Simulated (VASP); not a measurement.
Set up this calculation in VASP 6.6.1, as the native input.

* Task: single point
* Functional: revPBE
* Dispersion: D3(BJ)
* Potentials or basis: VASP PAW PBE potentials, release 64 (Ga_d, N)
* Cutoff: 520 eV
* k mesh: 8 × 8 × 6
* Occupations: gaussian, width 0.05 eV
* Spin: no spin polarisation
* Dipole correction: no
* Further INCAR settings: ALGO = Normal; EDIFF = 1e-07; NBANDS = 26

The structure of GaN lies in POSCAR:

```
GaN
1.0
    3.1771651428      0.0000000001      0.0000000000
   -1.5885825715      2.7515057256      0.0000000000
    0.0000000000      0.0000000000      5.1752186774
Ga N
2 2
Direct
    0.3333333333      0.6666666667     -0.0008277438
    0.6666666667      0.3333333333      0.4991722562
    0.3333333333      0.6666666667      0.3758277438
    0.6666666667      0.3333333333      0.8758277438
```

These files were run (other wordings do the same):

INCAR

```
  PREC = Accurate
  ENCUT = 520
  EDIFF = 1E-7
  ISMEAR = 0
  SIGMA = 0.05
  LREAL = F
  LASPH = T
  NELM = 60
  ALGO = Normal
  ISIF = 2
  LWAVE = F
  LCHARG = F
  GGA = RE
  IVDW = 12
  NBANDS = 26
```

KPOINTS

```
Automatic mesh
0
Gamma
  8 8 6
```

Potentials or basis: VASP PAW PBE potentials, release 64 (Ga_d, N).

The run is started by

```sh
$ cat potpaw_PBE.64/Ga_d/POTCAR potpaw_PBE.64/N/POTCAR > POTCAR
$ mpirun -np 1 vasp_std > vasp.out
```

Results of the run:

* Pressure: 2.6 GPa
* Largest force: 0.004 eV/Å
* Band gap on the k mesh: 2.02 eV, direct
* Dispersion energy per atom: -0.496 eV

Caveat: the PAW data sets were made with another functional, which shifts forces and pressure a little.

Wall time 21 s on 1 thread of Intel(R) Xeon(R) 6975P-C (Granite Rapids), on a shared host, peak memory 0.19 GiB.
